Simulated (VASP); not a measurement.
# Au (Cmcm) in VASP: further runs, part 2 of 2

VASP 6.6.1.

## 5. Single point, PBE (biaxial strain in the a-b plane: -3.0 %, then relaxed in part)

Contents of INCAR:

```
PREC = Accurate
ENCUT = 520
EDIFF = 1E-6
ISMEAR = 0
SIGMA = 0.1
LREAL = F
LASPH = T
NELM = 60
ALGO = Fast
ISIF = 2
LWAVE = F
LCHARG = F
GGA = PE
NBANDS = 30
```

Contents of KPOINTS:

```
Automatic mesh
0
Gamma
  18 10 12
```

Contents of POSCAR:

```
Au
1.0
    2.7794587027      0.0000000000      0.0000000000
    0.0000000000      4.9865392140      0.0000000000
    0.0000000000      0.0000000000      5.0770552645
Au
4
Direct
    0.0000000000      0.3349182326      0.7500000000
    0.5000000000      0.1650817674      0.2500000000
    0.5000000000      0.8349182326      0.7500000000
    0.0000000000      0.6650817674      0.2500000000
```

Potentials or basis: VASP PAW PBE potentials, release 64 (Au).

Launch:

```sh
$ cat potpaw_PBE.64/Au/POTCAR > POTCAR
$ mpirun -np 1 vasp_std > vasp.out
```

OUTCAR:

```text
PREC = Accurate
   ENCUT = 520
   EDIFF = 1E-6
   ISMEAR = 0
   LREAL = F
   LASPH = T
   NELM = 60
   ISIF = 2
   GGA = PE

 ion  position               nearest neighbor table
   1  0.000  0.335  0.750-   3 2.85   3 2.85   3 2.85   3 2.85   2 3.02   2 3.02   2 3.02   2 3.02
                             4 3.03   4 3.03
   2  0.500  0.165  0.250-   4 2.85   4 2.85   4 2.85   4 2.85   1 3.02   1 3.02   1 3.02   1 3.02
                             3 3.03   3 3.03
   3  0.500  0.835  0.750-   1 2.85   1 2.85   1 2.85   1 2.85   4 3.02   4 3.02   4 3.02   4 3.02
                             2 3.03   2 3.03
   4  0.000  0.665  0.250-   2 2.85   2 2.85   2 2.85   2 2.85   3 3.02   3 3.02   3 3.02   3 3.02
                             1 3.03   1 3.03

  LATTYP: Found a simple orthorhombic cell.
 ALAT       =     2.7794587027
 B/A-ratio  =     1.7940684671
 C/A-ratio  =     1.8266345384

  Lattice vectors:

 A1 = (   2.7794587027,   0.0000000000,   0.0000000000)
 A2 = (   0.0000000000,   4.9865392140,   0.0000000000)
 A3 = (   0.0000000000,   0.0000000000,   5.0770552645)

Analysis of symmetry for initial positions (statically):
=====================================================================
 Subroutine PRICEL returns following result:

  LATTYP: Found a base centered orthorhombic cell.
 ALAT       =     2.7794587027
 B/A-ratio  =     1.7940684671
 C/A-ratio  =     1.8266345384

  Lattice vectors:

 A1 = (  -1.3897293513,   2.4932696070,   0.0000000000)
 A2 = (  -1.3897293514,  -2.4932696070,   0.0000000000)
 A3 = (   0.0000000000,   0.0000000000,   5.0770552645)

   2 primitive cells build up your supercell.

 Routine SETGRP: Setting up the symmetry group for a
 simple orthorhombic supercell.

 Subroutine GETGRP returns: Found  8 space group operations
 (whereof  4 operations were pure point group operations)
 out of a pool of  8 trial point group operations.

The static configuration has the point symmetry C_2h.
 The point group associated with its full space group is D_2h.

Analysis of symmetry for dynamics (positions and initial velocities):
=====================================================================
 Subroutine PRICEL returns following result:

  LATTYP: Found a base centered orthorhombic cell.
 ALAT       =     2.7794587027
 B/A-ratio  =     1.7940684671
 C/A-ratio  =     1.8266345384

  Lattice vectors:

 A1 = (  -1.3897293513,   2.4932696070,   0.0000000000)
 A2 = (  -1.3897293514,  -2.4932696070,   0.0000000000)
 A3 = (   0.0000000000,   0.0000000000,   5.0770552645)

   2 primitive cells build up your supercell.

 Routine SETGRP: Setting up the symmetry group for a
 simple orthorhombic supercell.

 Subroutine GETGRP returns: Found  8 space group operations
 (whereof  4 operations were pure point group operations)
 out of a pool of  8 trial point group operations.

The dynamic configuration has the point symmetry C_2h.
 The point group associated with its full space group is D_2h.

 Subroutine INISYM returns: Found  8 space group operations
 (whereof  4 operations are pure point group operations),
[... 36 lines left out ...]
     0.019987905  0.000000000  0.000000000     0.055555556  0.000000000  0.000000000
     0.000000000  0.020053988  0.000000000     0.000000000  0.100000000  0.000000000
     0.000000000  0.000000000  0.016413714     0.000000000  0.000000000  0.083333333

  Length of vectors
     0.019987905  0.020053988  0.016413714

  Shift w.r.t. Gamma in fractional coordinates (k-lattice)
     0.000000000  0.000000000  0.000000000

 Subroutine IBZKPT returns following result:
 ===========================================

 Found    420 irreducible k-points:

 Following reciprocal coordinates:
            Coordinates               Weight
  0.000000  0.000000  0.000000      1.000000
  0.055556  0.000000  0.000000      2.000000
  0.111111  0.000000  0.000000      2.000000
  0.166667  0.000000  0.000000      2.000000
  0.222222  0.000000  0.000000      2.000000
  0.277778  0.000000  0.000000      2.000000
[... 16 lines left out ...]
  0.111111  0.200000  0.000000      4.000000
  0.166667  0.200000  0.000000      4.000000
 [... further k-points ...]
   k-points           NKPTS =    420   k-points in BZ     NKDIM =    420   number of bands    NBANDS=     30
   number of dos      NEDOS =    301   number of ions     NIONS =      4
   total plane-waves  NPLWV =  38400
   dimension x,y,z NGX =    24 NGY =   40 NGZ =   40
   dimension x,y,z NGXF=    48 NGYF=   80 NGZF=   80
   ions per type =               4
   NGX,Y,Z   is equivalent  to a cutoff of  14.35, 13.34, 13.10 a.u.
   NGXF,Y,Z  is equivalent  to a cutoff of  28.71, 26.67, 26.20 a.u.
 SYSTEM =  unknown system
   PREC   = accura    normal or accurate (medium, high low for compatibility)
   ISTART =      0    job   : 0-new  1-cont  2-samecut
   ICHARG =      2    charge: 1-file 2-atom 10-const
   ISPIN  =      1    spin polarized calculation?
   LNONCOLLINEAR =      F non collinear calculations
   LSORBIT =      F    spin-orbit coupling
   LASPH  =      T    aspherical Exc in radial PAW
   ENCUT  =  520.0 eV  38.22 Ry    6.18 a.u.   5.17  9.27  9.44*2*pi/ulx,y,z
   NELM   =     60;   NELMIN=  2; NELMDL= -5     # of ELM steps
   EDIFF  = 0.1E-05   stopping-criterion for ELM
   LREAL  =      F    real-space projection
   EDIFFG = 0.1E-04   stopping-criterion for IOM
   NSW    =      0    number of steps for IOM
   IBRION =     -1    ionic relax: 0-MD 1-quasi-New 2-CG
   NFREE  =      0    steps in history (QN), initial steepest desc. (CG)
   ISIF   =      2    stress and relaxation
   ISYM   =      2    0-nonsym 1-usesym 2-fastsym
   POTIM  = 0.5000    time-step for ionic-motion
   TEBEG  =    0.0;   TEEND  =   0.0 temperature during run
   PSTRESS=    0.0 pullay stress
   NELECT =      44.0000    total number of electrons
   NUPDOWN=      -1.0000    fix difference up-down
   EMIN   =  10.00;   EMAX   =-10.00  energy-range for DOS
   EFERMI =   0.00;   METHOD = LEGACY
   ISMEAR =     0;   SIGMA  =   0.10  broadening in eV -4-tet -1-fermi 0-gaus
   EFERMI_NEDOS =   21; number of points for ismear=-14 and -15
   IALGO  =     68    algorithm
   IMIX   =      4    mixing-type and parameters
     AMIX     =   0.40;   BMIX     =  1.00
     AMIX_MAG =   1.60;   BMIX_MAG =  1.00
  volume/ion in A,a.u.               =      17.59       118.72
  Fermi-wavevector in a.u.,A,eV,Ry     =   1.399916  2.645457 26.664214  1.959764
  Thomas-Fermi vector in A             =   2.522928
   LORBIT       =      0    0 simple, 1 ext, 2 COOP (PROOUT), +10 PAW based schemes
   GGA     = PE    functional components
   LHFCALC =     F    Hartree Fock is set to
   AEXX    =    0.0000 exact exchange contribution
   IVDW    =     0    specifies the selected vdW correction
   LEPSILON=     F    determine dielectric tensor
   LRPA    =     F    only Hartree local field effects (RPA)
 non-spin polarized calculation
 RMM-DIIS sequential band-by-band and
 Gauss-broadening in eV      SIGMA  =   0.10
  energy-cutoff  :      520.00
  volume of cell :       70.37
 maximum number of plane-waves:      1916
 NGX is ok and might be reduce to    24
   NGX = 11   NGY = 19   NGZ = 19

 number of electron      44.0000003 magnetization

 Free energy of the ion-electron system (eV)
  ---------------------------------------------------
  ext. energy  EPLUGINS =         0.00000000
  ---------------------------------------------------
  free energy    TOTEN  =       -12.77328800 eV

  energy without entropy =      -12.76863109  energy(sigma->0) =      -12.77095954

 E-fermi :   8.9555     XC(G=0): -12.5178

 val. band max:        8.9440454927   @ k =   0.0556   0.4000   0.1667
 cond. band min:       8.9577025438   @ k =   0.3889   0.4000   0.2500
 fundamental gap:      0.0136570511
 Fermi energy:         8.9555134811

 k-point     1 :       0.0000    0.0000    0.0000
  band No.  band energies     occupation
      1      -0.5870      2.00000
      2       1.5802      2.00000
      3       2.1186      2.00000
      4       2.2088      2.00000
      5       2.9033      2.00000
      6       3.8868      2.00000
[... 781 lines left out ...]
     29      19.9932      0.00000
     30      21.2552      0.00000

 [... further k-points ...]
[... 5 lines left out ...]
  --------------------------------------------------------------------------------------
  -------------------------------------------------------------------------------------
  Total        3.8487981      2.2547844     -0.1095460      0.0000000      0.0000000      0.0000000
  in kB       87.6323290     51.3386259     -2.4942261      0.0000000      0.0000000      0.0000000
  external PRESSURE =      45.4922429 kB  Pullay stress =       0.0000000 kB

 VOLUME and BASIS-vectors are now :
 -----------------------------------------------------------------------------
  energy-cutoff  :      520.00
  volume of cell :       70.37
      direct lattice vectors                 reciprocal lattice vectors
     2.779458703  0.000000000  0.000000000     0.359782284  0.000000000  0.000000000
     0.000000000  4.986539214  0.000000000     0.000000000  0.200539885  0.000000000
     0.000000000  0.000000000  5.077055265     0.000000000  0.000000000  0.196964569

 POSITION                                       TOTAL-FORCE (eV/Angst)
 -----------------------------------------------------------------------------------
      0.00000      1.67008      3.80779         0.000000     -0.000625      0.000000
      1.38973      0.82319      1.26926        -0.000000      0.000625      0.000000
      1.38973      4.16335      3.80779         0.000000     -0.000625     -0.000000
      0.00000      3.31646      1.26926         0.000000      0.000625      0.000000
 -----------------------------------------------------------------------------------
    total drift:                                0.000000     -0.000000     -0.000000

  FREE ENERGIE OF THE ION-ELECTRON SYSTEM (eV)
  ---------------------------------------------------
  free  energy   TOTEN  =       -12.7732879991 eV

  energy  without entropy=      -12.7686310863  energy(sigma->0) =      -12.77095954
```

stdout:

```text
POSCAR found type information on POSCAR Au
 POSCAR found :  1 types and       4 ions
 scaLAPACK will be used
 LDA part: xc-table for (Slater+PW92), standard interpolation
 POSCAR, INCAR and KPOINTS ok, starting setup
 FFT: planning ... GRIDC
 FFT: planning ... GRID_SOFT
 FFT: planning ... GRID
 WAVECAR not read
 entering main loop
```

Wall time 4.3 min (1 thread of Intel Xeon 6975P-C (Granite Rapids), shared host); peak memory 0.68 GiB.

What came out:

- Free energy: -12.7733 eV
- Pressure: 4.5 GPa
- Band gap on the k mesh: zero (bands 22 and 23 overlap by 4.71 eV)

Caveat: the cell differs from its parent crystal (biaxial strain in the a-b plane: -3.0 %, then relaxed in part); the cell stands under pressure; spin-orbit coupling is left out, which moves the levels of the heavy elements.

## 6. The runs side by side

```csv
cell,k mesh,further INCAR settings,gap on the mesh (eV),pressure (GPa)
"a = 2.913, b = 2.913, c = 4.835 Å, angles 90.0, 90.0, 121.6°, 2 atoms, atomic positions A",16 × 16 × 10,ALGO = Fast; EDIFF = 1e-06; NBANDS = 18,none,4.3
"a = 2.972, b = 2.972, c = 4.941 Å, angles 90.0, 90.0, 121.7°, 2 atoms, atomic positions A",16 × 16 × 10,ALGO = Fast; EDIFF = 1e-06; NBANDS = 18,none,-3.9
"a = 2.998, b = 2.998, c = 5.009 Å, angles 90.0, 90.0, 122.0°, 2 atoms, atomic positions A",16 × 16 × 10,ALGO = Fast; EDIFF = 1e-06; NBANDS = 18,none,-6.8
"a = 2.779, b = 4.987, c = 5.077 Å, 4 atoms, atomic positions B",18 × 10 × 12,ALGO = Fast; EDIFF = 1e-06; NBANDS = 30,none,4.5
```

Alike in all rows: task single point; level PBE; potentials or basis VASP PAW PBE potentials, release 64 (Au); no spin polarisation; cutoff (eV) 520; smearing gaussian 0.1 eV.

Caveats: spin-orbit coupling is left out, which moves the levels of the heavy elements; the cell stands under pressure (at least some runs); the cell stands under tension (at least some runs).

Absolute energies hang on the potentials; compare differences alone.
